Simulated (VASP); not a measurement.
Here is a VASP 6.6.1 calculation.

File INCAR:

```
PREC = Accurate
ENCUT = 500
EDIFF = 1E-6
ISMEAR = 0
SIGMA = 0.02
LREAL = F
LASPH = T
NELM = 120
ALGO = Normal
ISIF = 2
LWAVE = F
LCHARG = F
GGA = PS
NBANDS = 16
GGA_COMPAT = F
```

KPOINTS

```
regular mesh
0
Gamma
  8 8 8
```

Contents of POSCAR:

```
CdS
1.0
    0.0000000000      2.9125650538      2.9125650538
    2.9125650538      0.0000000000      2.9125650538
    2.9125650538      2.9125650538      0.0000000000
Cd S
1 1
Direct
    0.0000000000      0.0000000000      0.0000000000
    0.2500000000      0.2500000000      0.2500000000
```

Potentials or basis: VASP PAW PBE potentials, release 64 (Cd, S).

Launch:

```console
$ cat potpaw_PBE.64/Cd/POTCAR potpaw_PBE.64/S/POTCAR > POTCAR
$ mpirun -np 1 vasp_std > vasp.out
```

Task: Predict the pressure.

Result: 0.4 GPa.

Task: Predict the band gap on the k mesh.

Result: 1.02 eV, direct.

Caveat: the PAW data sets were made with another functional, which shifts forces and pressure a little. PBEsol gaps usually lie below the measured ones, often by a third to a half.
